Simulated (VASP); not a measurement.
A run of VASP 6.6.1 is set up as follows.

INCAR

```
PREC = Accurate ; ENCUT = 520
EDIFF = 1E-6 ; ISMEAR = 0
SIGMA = 0.01 ; LREAL = F
LASPH = T ; NELM = 80
ALGO = Normal ; ISIF = 2
LWAVE = F ; LCHARG = F
GGA = CA ; NBANDS = 16
```

Contents of KPOINTS:

```
regular mesh
0
Gamma
  10 10 10
```

The input POSCAR:

```
GaN
1.0
    2.1831504092      2.1831504092      0.0000000000
   -2.1831504092      2.1831504092      0.0000000000
    0.0000000000      2.1831504092      2.2544369531
Ga N
1 1
Direct
    0.0000000000      0.0000000000      0.0000000000
    0.2500000000      0.7500000000      0.5000000000
```

Potentials or basis: VASP PAW LDA potentials, release 64 (Ga_d, N).

Command:

```console
$ cat potpaw_LDA.64/Ga_d/POTCAR potpaw_LDA.64/N/POTCAR > POTCAR
$ mpirun -np 1 vasp_std > vasp.out
```

Task: Estimate the pressure.

Result: 7.3 GPa.

Task: Predict the band gap on the k mesh.

Result: 2.10 eV, direct.

Stress tensor (GPa, compression positive):
```
8.74 0.00 0.00
0.00 8.74 0.00
0.00 0.00 4.37
```

Caveat: the cell differs from its parent crystal (in-plane strain -0.02).
